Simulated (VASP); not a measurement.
# SiC (P3m1) in VASP: further runs

The runs below take SiC through single point, with PBE.

Program: VASP 6.6.1. These are calculated values, not measurements. Logs are shortened: lines on timing, memory, paths and dates and some standing lists are left out, and cuts for length are marked.

### 1 The cell of the first run

It takes space group P3m1 (No. 156, trigonal). The conventional cell has a = 3.097 Å, b = 3.097 Å, c = 15.672 Å, α = 90.00°, β = 90.00°, γ = 120.00°. Within 2.5 Å of Si (site symmetry 3m) lie 4 C at 1.90 Å. Within 2.5 Å of Si (site symmetry 3m) lie 4 C at 1.90 Å. Within 2.5 Å of Si (site symmetry 3m) lie 4 C at 1.90 Å. Si (site symmetry 3m) has 4 C at 1.90 Å within 2.5 Å. Si (site symmetry 3m) has 4 C at 1.90 Å within 2.5 Å. Within 2.5 Å of Si (site symmetry 3m) lie 4 C at 1.90 to 2.40 Å. Within 2.5 Å of C (site symmetry 3m) lie 4 Si at 1.90 Å. Within 2.5 Å of C (site symmetry 3m) lie 4 Si at 1.90 Å.

### 2 Single point, PBE

Contents of INCAR:

```
ALGO     = Normal         # electronic algorithm
EDIFF    = 1E-6           # SCF threshold, eV
ENCUT    = 520            # plane-wave cutoff, eV
GGA      = PE             # functional
ISIF     = 2              # what is computed and relaxed
ISMEAR   = 0              # smearing method
LASPH    = True           # aspherical terms in the spheres
LCHARG   = True           # write CHGCAR
LELF     = True           # ELF
LREAL    = False          # projectors in reciprocal space
LVHAR    = True         
LWAVE    = False          # write WAVECAR
NBANDS   = 36             # bands
NELM     = 60             # most SCF steps
PREC     = Accurate       # precision mode
SIGMA    = 0.05           # smearing width, eV
```

Contents of KPOINTS:

```
k-points
0
Gamma
  10 10 2
```

Contents of POSCAR:

```
SiC
1.0
    2.1898640950     -2.1898640950      0.0000000000
    2.1898640950      0.0000000000     -2.1898640950
    9.0481315145      9.0481315145      9.0481315145
Si C
6 6
Direct
    1.0000000000      0.0000000000      0.3831722417
    0.3333333333      0.3333333333      0.2218229736
    0.6666666667      0.6666666667      0.5445215097
    1.0000000000      1.0000000000      0.8672200457
    0.3333333333      0.3333333333      0.7058707777
    0.6666666667      0.6666666667      0.0604737056
    0.6666666667      0.6666666667      0.4235095587
    0.0000000000      0.0000000000      0.2621602906
    0.3333333333      0.3333333333      0.5848588267
    0.6666666667      0.6666666667      0.9075573627
    0.0000000000      0.0000000000      0.7462080947
    0.3333333333      0.3333333333      0.1008110226
```

Potentials or basis: VASP PAW PBE potentials, release 64 (Si, C).

Launch:

```bash
cat potpaw_PBE.64/Si/POTCAR potpaw_PBE.64/C/POTCAR > POTCAR
mpirun -np 1 vasp_std > vasp.out
```

OUTCAR:

```text
EDIFF = 1E-6
   ENCUT = 520
   GGA = PE
   ISIF = 2
   ISMEAR = 0
   LASPH = True
   LREAL = False
   NELM = 60
   PREC = Accurate

 ion  position               nearest neighbor table
   1  0.000  0.000  0.383-   7 1.90   7 1.90   7 1.90   8 1.90   3 3.10   3 3.10   3 3.10   2 3.10
                             2 3.10   2 3.10
   2  0.333  0.333  0.222-   8 1.90  12 1.90   8 1.90   8 1.90   6 3.10   6 3.10   6 3.10   1 3.10
                             1 3.10   1 3.10
   3  0.667  0.667  0.545-   9 1.90   9 1.90   7 1.90   9 1.90   1 3.10   5 3.10   5 3.10   1 3.10
                             1 3.10   5 3.10
   4  0.000  0.000  0.867-  10 1.90  11 1.90  10 1.90  10 1.90   5 3.10   5 3.10   5 3.10
   5  0.333  0.333  0.706-  11 1.90   9 1.90  11 1.90  11 1.90   3 3.10   3 3.10   4 3.10   4 3.10
                             4 3.10   3 3.10
   6  0.667  0.667  0.060-  12 1.90  12 1.90  12 1.90  10 2.40   2 3.10   2 3.10   2 3.10
   7  0.667  0.667  0.424-   1 1.90   3 1.90   1 1.90   1 1.90
   8  0.000  0.000  0.262-   2 1.90   2 1.90   2 1.90   1 1.90
   9  0.333  0.333  0.585-   3 1.90   3 1.90   5 1.90   3 1.90
  10  0.667  0.667  0.908-   4 1.90   4 1.90   4 1.90   6 2.40
  11  0.000  0.000  0.746-   5 1.90   4 1.90   5 1.90   5 1.90
  12  0.333  0.333  0.101-   6 1.90   6 1.90   2 1.90   6 1.90

  LATTYP: Found a hexagonal cell.
 ALAT       =     3.0969355029
 C/A-ratio  =     5.0604294090

  Lattice vectors:

 A1 = (  -2.1898640950,   0.0000000000,   2.1898640950)
 A2 = (   2.1898640950,  -2.1898640950,   0.0000000000)
 A3 = (   9.0481315145,   9.0481315145,   9.0481315145)

Analysis of symmetry for initial positions (statically):
=====================================================================
 Subroutine PRICEL returns:
 Original cell was already a primitive cell.

 Routine SETGRP: Setting up the symmetry group for a
 hexagonal supercell.

 Subroutine GETGRP returns: Found  6 space group operations
 (whereof  6 operations were pure point group operations)
 out of a pool of 24 trial point group operations.

The static configuration has the point symmetry C_3v.

Analysis of symmetry for dynamics (positions and initial velocities):
=====================================================================
 Subroutine PRICEL returns:
 Original cell was already a primitive cell.

 Routine SETGRP: Setting up the symmetry group for a
 hexagonal supercell.

[... 129 lines left out ...]
   NFREE  =      0    steps in history (QN), initial steepest desc. (CG)
   ISIF   =      2    stress and relaxation
   ISYM   =      2    0-nonsym 1-usesym 2-fastsym
   POTIM  = 0.5000    time-step for ionic-motion
   TEBEG  =    0.0;   TEEND  =   0.0 temperature during run
   PSTRESS=    0.0 pullay stress
   NELECT =      48.0000    total number of electrons
   NUPDOWN=      -1.0000    fix difference up-down
   EMIN   =  10.00;   EMAX   =-10.00  energy-range for DOS
   EFERMI =   0.00;   METHOD = LEGACY
   ISMEAR =     0;   SIGMA  =   0.05  broadening in eV -4-tet -1-fermi 0-gaus
   EFERMI_NEDOS =   21; number of points for ismear=-14 and -15
   IALGO  =     38    algorithm
   IMIX   =      4    mixing-type and parameters
     AMIX     =   0.40;   BMIX     =  1.00
     AMIX_MAG =   1.60;   BMIX_MAG =  1.00
  volume/ion in A,a.u.               =      10.85        73.20
  Fermi-wavevector in a.u.,A,eV,Ry     =   1.173952  2.218448 18.751057  1.378164
  Thomas-Fermi vector in A             =   2.310357
   LORBIT       =      0    0 simple, 1 ext, 2 COOP (PROOUT), +10 PAW based schemes
   GGA     = PE    functional components
   LHFCALC =     F    Hartree Fock is set to
   AEXX    =    0.0000 exact exchange contribution
   IVDW    =     0    specifies the selected vdW correction
   LEPSILON=     F    determine dielectric tensor
   LRPA    =     F    only Hartree local field effects (RPA)
 non-spin polarized calculation
 Gauss-broadening in eV      SIGMA  =   0.05
  energy-cutoff  :      520.00
  volume of cell :      130.17
 maximum number of plane-waves:      3536
   NGX = 11   NGY = 11   NGZ = 59

 number of electron      48.0000001 magnetization

 Free energy of the ion-electron system (eV)
  ---------------------------------------------------
  ext. energy  EPLUGINS =         0.00000000
  ---------------------------------------------------
  free energy    TOTEN  =       -89.36559823 eV

  energy without entropy =      -89.36559823  energy(sigma->0) =      -89.36559823

 E-fermi :   8.3701     XC(G=0): -11.1361

 val. band max:        8.1241434824   @ k =   0.0000   0.0000   0.0000
 cond. band min:       8.8150663990   @ k =   0.5000   0.0000   0.0000
 fundamental gap:      0.6909229165
 Fermi energy:         8.3701427809

 k-point     1 :       0.0000    0.0000    0.0000
  band No.  band energies     occupation
      1      -7.8682      2.00000
      2      -7.3095      2.00000
      3      -6.8311      2.00000
      4      -5.8821      2.00000
      5      -5.3195      2.00000
      6      -4.1375      2.00000
[... 925 lines left out ...]
     35      14.9144      0.00000
     36      15.0800      0.00000

 [... further k-points ...]
[... 5 lines left out ...]
  --------------------------------------------------------------------------------------
  -------------------------------------------------------------------------------------
  Total       -2.4366545     -2.4366545     -2.4366545     -2.2467940     -2.2467940     -2.2467940
  in kB      -29.9909384    -29.9909384    -29.9909384    -27.6540890    -27.6540890    -27.6540890
  external PRESSURE =     -29.9909384 kB  Pullay stress =       0.0000000 kB

 VOLUME and BASIS-vectors are now :
 -----------------------------------------------------------------------------
  energy-cutoff  :      520.00
  volume of cell :      130.17
      direct lattice vectors                 reciprocal lattice vectors
     2.189864095 -2.189864095  0.000000000     0.152216448 -0.304432895  0.152216448
     2.189864095  0.000000000 -2.189864095     0.152216448  0.152216448 -0.304432895
     9.048131514  9.048131514  9.048131514     0.036840019  0.036840019  0.036840019

 POSITION                                       TOTAL-FORCE (eV/Angst)
 -----------------------------------------------------------------------------------
      3.46699      3.46699      3.46699         0.140018      0.140018      0.140018
      3.46699      1.27713      1.27713         0.151811      0.151811      0.151811
      7.84672      3.46699      3.46699         0.138043      0.138043      0.138043
      7.84672      7.84672      7.84672         0.885109      0.885109      0.885109
      7.84672      5.65686      5.65686         0.156709      0.156709      0.156709
      3.46699     -0.91274     -0.91274        -1.361251     -1.361251     -1.361251
      6.75179      2.37206      2.37206        -0.138435     -0.138435     -0.138435
      2.37206      2.37206      2.37206        -0.141077     -0.141077     -0.141077
      6.75179      4.56192      4.56192        -0.140429     -0.140429     -0.140429
     11.13152      6.75179      6.75179         0.788228      0.788228      0.788228
      6.75179      6.75179      6.75179        -0.178906     -0.178906     -0.178906
      2.37206      0.18220      0.18220        -0.299821     -0.299821     -0.299821
 -----------------------------------------------------------------------------------
    total drift:                                0.000214      0.000214      0.000214

  FREE ENERGIE OF THE ION-ELECTRON SYSTEM (eV)
  ---------------------------------------------------
  free  energy   TOTEN  =       -89.3655982330 eV

  energy  without entropy=      -89.3655982330  energy(sigma->0) =      -89.36559823
```

OSZICAR:

```text
N       E                     dE             d eps       ncg     rms          rms(c)
DAV:   1     0.126427189237E+03    0.12643E+03   -0.21677E+04  2016   0.120E+03
DAV:   2    -0.877169674889E+02   -0.21414E+03   -0.20112E+03  2604   0.208E+02
DAV:   3    -0.100032993015E+03   -0.12316E+02   -0.12216E+02  2656   0.480E+01
DAV:   4    -0.100240273875E+03   -0.20728E+00   -0.20677E+00  2552   0.705E+00
DAV:   5    -0.100245037889E+03   -0.47640E-02   -0.47602E-02  2564   0.103E+00    0.209E+01
DAV:   6    -0.895564420156E+02    0.10689E+02   -0.31399E+01  2516   0.212E+01    0.931E+00
DAV:   7    -0.894160249681E+02    0.14042E+00   -0.34505E+00  2632   0.725E+00    0.423E+00
DAV:   8    -0.893681884824E+02    0.47836E-01   -0.16419E-01  2480   0.181E+00    0.159E+00
DAV:   9    -0.893646130973E+02    0.35754E-02   -0.26015E-02  2648   0.946E-01    0.232E-01
DAV:  10    -0.893652271810E+02   -0.61408E-03   -0.48868E-03  2416   0.327E-01    0.128E-01
DAV:  11    -0.893655104191E+02   -0.28324E-03   -0.41808E-04  2680   0.105E-01    0.621E-02
DAV:  12    -0.893655953853E+02   -0.84966E-04   -0.89529E-05  2380   0.521E-02    0.119E-02
DAV:  13    -0.893655973913E+02   -0.20060E-05   -0.10443E-05  2704   0.168E-02    0.550E-03
DAV:  14    -0.893655982330E+02   -0.84167E-06   -0.14959E-06  1508   0.641E-03
   1 F= -.89365598E+02 E0= -.89365598E+02  d E =-.157250E-13
```

Run time: 51 s. Hardware: 1 thread of Intel Xeon 6975P-C (Granite Rapids), shared host; peak memory 0.28 GiB.

Results:

| Property | Result |
| --- | --- |
| Free energy | -89.3656 eV |
| Pressure | -3.0 GPa |
| Largest force | 2.358 eV/Å |
| Band gap on the k mesh | 0.69 eV, indirect (least direct gap 2.04 eV) |

Forces on the atoms (eV/Å):
```
Si   0.140  0.140  0.140
Si   0.152  0.152  0.152
Si   0.138  0.138  0.138
Si   0.885  0.885  0.885
Si   0.157  0.157  0.157
Si  -1.361 -1.361 -1.361
C   -0.138 -0.138 -0.138
C   -0.141 -0.141 -0.141
C   -0.140 -0.140 -0.140
C    0.788  0.788  0.788
C   -0.179 -0.179 -0.179
C   -0.300 -0.300 -0.300
```

Levels at points of the mesh, in eV from the valence-band top:
```csv
k point,band 20,band 21,band 22,band 23,band 24,band 25,band 26,band 27,band 28,band 29
"(0.00, 0.00, 0.00)",-0.70,-0.70,-0.55,0.00,0.00,3.86,4.47,4.84,5.17,5.47
"(0.50, 0.00, 0.00)",-2.84,-2.51,-2.08,-1.40,-1.35,0.69,1.96,2.33,3.18,3.91
"(0.00, 0.00, 0.50)",-1.05,-0.69,-0.69,0.00,0.00,3.99,4.47,4.85,5.16,5.47
"(0.50, 0.00, 0.50)",-2.61,-2.30,-2.01,-1.67,-1.37,0.95,1.46,2.93,3.18,3.39
```

Caveat: forces of over 1 eV/Å act on the atoms, so gaps and moduli don't describe the material at rest. A k mesh can miss the band edges.

### 3 Single point, PBE

This run uses another cell than the first one, of 11.02 Å³/atom, 1.016 times its volume.

Contents of INCAR:

```
PREC = Accurate ; ENCUT = 520
EDIFF = 1E-6 ; ISMEAR = 0
SIGMA = 0.05 ; LREAL = False
LASPH = True ; NELM = 60
ALGO = Normal ; ISIF = 2
LWAVE = False ; LCHARG = True
GGA = PE ; LELF = True
LVHAR = True ; NBANDS = 36
```

Contents of KPOINTS:

```
Automatic mesh
0
Gamma
  10 10 2
```

Contents of POSCAR:

```
SiC
1.0
    2.1898640950     -2.1898640950      0.0000000000
    2.1898640950      0.0000000000     -2.1898640950
    9.1924690818      9.1924690818      9.1924690818
Si C
6 6
Direct
    1.0000000000      0.0000000000      0.3771557787
    0.3333333333      0.3333333333      0.2183399716
    0.6666666667      0.6666666667      0.5359715859
    1.0000000000      1.0000000000      0.8536032001
    0.3333333333      0.3333333333      0.6947873930
    0.6666666667      0.6666666667      0.0595241645
    0.6666666667      0.6666666667      0.4168597305
    0.0000000000      0.0000000000      0.2580439234
    0.3333333333      0.3333333333      0.5756755376
    0.6666666667      0.6666666667      0.8933071519
    0.0000000000      0.0000000000      0.7344913448
    0.3333333333      0.3333333333      0.0992281163
```

Potentials or basis: VASP PAW PBE potentials, release 64 (Si, C).

Launch:

```bash
cat potpaw_PBE.64/Si/POTCAR potpaw_PBE.64/C/POTCAR > POTCAR
mpirun -np 1 vasp_std > vasp.out
```

OUTCAR:

```text
PREC = Accurate
   ENCUT = 520
   EDIFF = 1E-6
   ISMEAR = 0
   LREAL = False
   LASPH = True
   NELM = 60
   ISIF = 2
   GGA = PE

 ion  position               nearest neighbor table
   1  0.000  0.000  0.377-   8 1.90   7 1.90   7 1.90   7 1.90   2 3.10   2 3.10   2 3.10   3 3.10
                             3 3.10   3 3.10
   2  0.333  0.333  0.218-  12 1.90   8 1.90   8 1.90   8 1.90   1 3.10   6 3.10   6 3.10   1 3.10
                             1 3.10   6 3.10
[... 1171 lines left out ...]

 VOLUME and BASIS-vectors are now :
 -----------------------------------------------------------------------------
  energy-cutoff  :      520.00
  volume of cell :      132.25
      direct lattice vectors                 reciprocal lattice vectors
     2.189864095 -2.189864095  0.000000000     0.152216448 -0.304432895  0.152216448
     2.189864095  0.000000000 -2.189864095     0.152216448  0.152216448 -0.304432895
     9.192469082  9.192469082  9.192469082     0.036261567  0.036261567  0.036261567

 POSITION                                       TOTAL-FORCE (eV/Angst)
 -----------------------------------------------------------------------------------
      3.46699      3.46699      3.46699         0.164910      0.164910      0.164910
      3.46699      1.27713      1.27713         0.184308      0.184308      0.184308
      7.84672      3.46699      3.46699         0.162269      0.162269      0.162269
      7.84672      7.84672      7.84672         1.188257      1.188257      1.188257
      7.84672      5.65686      5.65686         0.194017      0.194017      0.194017
      3.46699     -0.91274     -0.91274        -1.219860     -1.219860     -1.219860
      6.75179      2.37206      2.37206        -0.162335     -0.162335     -0.162335
      2.37206      2.37206      2.37206        -0.166774     -0.166774     -0.166774
      6.75179      4.56192      4.56192        -0.166577     -0.166577     -0.166577
     11.13152      6.75179      6.75179         0.412993      0.412993      0.412993
      6.75179      6.75179      6.75179        -0.240312     -0.240312     -0.240312
      2.37206      0.18220      0.18220        -0.350895     -0.350895     -0.350895
 -----------------------------------------------------------------------------------
    total drift:                               -0.000066     -0.000066     -0.000066

  FREE ENERGIE OF THE ION-ELECTRON SYSTEM (eV)
  ---------------------------------------------------
  free  energy   TOTEN  =       -88.6955696644 eV

  energy  without entropy=      -88.6955696643  energy(sigma->0) =      -88.69556966
```

stdout:

```text
POSCAR found type information on POSCAR SiC
 POSCAR found :  2 types and      12 ions
 scaLAPACK will be used
 LDA part: xc-table for (Slater+PW92), standard interpolation
 POSCAR, INCAR and KPOINTS ok, starting setup
 FFT: planning ... GRIDC
 FFT: planning ... GRID_SOFT
 FFT: planning ... GRID
 WAVECAR not read
 entering main loop
```

Run time: 58 s. Hardware: 1 thread of Intel Xeon 6975P-C (Granite Rapids), shared host; peak memory 0.28 GiB.

Results:

```yaml
Free_energy: -88.6956 eV
Pressure: -3.0 GPa
Largest_force: 2.113 eV/Å
Band_gap_on_the_k_mesh: 0.41 eV, indirect (least direct gap 1.78 eV)
```

Forces on the atoms (eV/Å):
```
Si   0.165  0.165  0.165
Si   0.184  0.184  0.184
Si   0.162  0.162  0.162
Si   1.188  1.188  1.188
Si   0.194  0.194  0.194
Si  -1.220 -1.220 -1.220
C   -0.162 -0.162 -0.162
C   -0.167 -0.167 -0.167
C   -0.167 -0.167 -0.167
C    0.413  0.413  0.413
C   -0.240 -0.240 -0.240
C   -0.351 -0.351 -0.351
```

Stress tensor (GPa, compression positive):
```
-3.04 -2.85 -2.85
-2.85 -3.04 -2.85
-2.85 -2.85 -3.04
```

Caveat: forces of over 1 eV/Å act on the atoms, so gaps and moduli don't describe the material at rest. A k mesh can miss the band edges.

### 4 Single point, PBE

This run uses another cell than the first one, of 11.19 Å³/atom, 1.032 times its volume.

Contents of INCAR:

```
ALGO = Normal
EDIFF = 1E-7
ENCUT = 520
GGA = PE
ISIF = 2
ISMEAR = 0
LASPH = True
LCHARG = False
LREAL = False
LWAVE = False
NBANDS = 36
NELM = 80
PREC = Accurate
SIGMA = 0.05
```

Contents of KPOINTS:

```
k-points
0
Gamma
  10 10 2
```

Contents of POSCAR:

```
SiC
1.0
    2.1898640950     -2.1898640950      0.0000000000
    2.1898640950      0.0000000000     -2.1898640950
    9.3368066491      9.3368066491      9.3368066491
Si C
6 6
Direct
    1.0000000000      0.0000000000      0.3713253327
    0.3333333333      0.3333333333      0.2149646570
    0.6666666667      0.6666666667      0.5276860084
    1.0000000000      1.0000000000      0.8404073598
    0.3333333333      0.3333333333      0.6840466841
    0.6666666667      0.6666666667      0.0586039813
    0.6666666667      0.6666666667      0.4104155016
    0.0000000000      0.0000000000      0.2540548259
    0.3333333333      0.3333333333      0.5667761773
    0.6666666667      0.6666666667      0.8794975287
    0.0000000000      0.0000000000      0.7231368530
    0.3333333333      0.3333333333      0.0976941502
```

Launch:

```bash
cat potpaw_PBE.64/Si/POTCAR potpaw_PBE.64/C/POTCAR > POTCAR
mpirun -np 1 vasp_std > vasp.out
```

It took 66 s on 1 thread of Intel Xeon 6975P-C (Granite Rapids), shared host; peak memory 0.28 GiB.

Results (log left out):

- Free energy: -88.1009 eV
- Pressure: -2.8 GPa
- Largest force: 2.442 eV/Å
- Band gap on the k mesh: 0.22 eV, indirect (least direct gap 1.44 eV)

Forces on the atoms (eV/Å):
```
Si   0.170  0.170  0.170
Si   0.197  0.197  0.197
Si   0.167  0.167  0.167
Si   1.410  1.410  1.410
Si   0.214  0.214  0.214
Si  -0.988 -0.988 -0.988
C   -0.166 -0.166 -0.166
C   -0.174 -0.174 -0.174
C   -0.174 -0.174 -0.174
C    0.008  0.008  0.008
C   -0.288 -0.288 -0.288
C   -0.376 -0.376 -0.376
```

Stress tensor (GPa, compression positive):
```
-2.81 -2.69 -2.69
-2.69 -2.81 -2.69
-2.69 -2.69 -2.81
```

Levels at points of the mesh, in eV from the valence-band top:
| k point | band 20 | band 21 | band 22 | band 23 | band 24 | band 25 | band 26 | band 27 | band 28 | band 29 |
| --- | --- | --- | --- | --- | --- | --- | --- | --- | --- | --- |
| (0.00, 0.00, 0.00) | -1.02 | -1.02 | -0.80 | 0.00 | 0.00 | 1.91 | 4.01 | 4.43 | 4.77 | 5.08 |
| (0.50, 0.00, 0.00) | -2.90 | -2.83 | -2.37 | -1.43 | -1.21 | 0.22 | 1.41 | 1.75 | 2.38 | 3.43 |
| (0.00, 0.00, 0.50) | -1.24 | -1.02 | -1.02 | 0.00 | 0.00 | 2.02 | 4.01 | 4.42 | 4.76 | 5.07 |
| (0.50, 0.00, 0.50) | -2.92 | -2.63 | -2.36 | -1.43 | -1.35 | 0.43 | 1.04 | 1.99 | 2.53 | 3.11 |

Caveat: forces of over 1 eV/Å act on the atoms, so gaps and moduli don't describe the material at rest. A k mesh can miss the band edges.

[end of part 1 of 2]
